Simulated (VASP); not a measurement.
A run of VASP 6.6.1 is set up as follows.

The input INCAR:

```
SYSTEM = Ti3Se
PREC     = Accurate       ! precision mode
ENCUT    = 520            ! plane-wave cutoff, eV
EDIFF    = 1E-6           ! SCF threshold, eV
ISMEAR   = -1             ! smearing method
SIGMA    = 0.05           ! smearing width, eV
LREAL    = .FALSE.        ! projectors in reciprocal space
LASPH    = .TRUE.         ! aspherical terms in the spheres
NELM     = 60             ! most SCF steps
ALGO     = Normal         ! electronic algorithm
ISIF     = 2              ! what is computed and relaxed
LWAVE    = .FALSE.        ! write WAVECAR
LCHARG   = .TRUE.         ! write CHGCAR
GGA      = PS             ! functional
LELF     = .TRUE.         ! ELF
LVHAR    = .TRUE.       
NBANDS   = 29             ! bands
```

The input KPOINTS:

```
Automatic mesh
0
G
  10 10 4
  0 0 0
```

The input POSCAR:

```
Ti3Se
1.0
    3.2186213523      0.0000000000      0.0000000000
   -1.6093106762      2.7874078563      0.0000000000
    0.0000000000      0.0000000000      7.9953474932
Se Ti
1 3
Direct
    0.0000000000      0.0000000000      0.0000000000
    0.6666666667      0.3333333333      0.5000000000
    0.3333333333      0.6666666667      0.7729020000
    0.3333333333      0.6666666667      0.2270980000
```

Potentials or basis: VASP PAW PBE potentials, release 64 (Se, Ti_sv).

Launch:

```sh
$ cat potpaw_PBE.64/Se/POTCAR potpaw_PBE.64/Ti_sv/POTCAR > POTCAR
$ mpirun -np 1 vasp_std > vasp.out
```

Question: Estimate the band gap on the k mesh.

Answer: Zero (bands 21 and 22 overlap by 0.55 eV).

Question: What does it give for the pressure?

Answer: -6.3 GPa.

Question: Estimate the largest force.

Answer: 0.127 eV/Å.

Forces on the atoms (eV/Å):
```
Se   0.000  0.000  0.000
Ti   0.000  0.000  0.000
Ti   0.000  0.000  0.127
Ti   0.000  0.000 -0.127
```

Caveat: the cell stands under tension; the PAW data sets were made with another functional, which shifts forces and pressure a little.
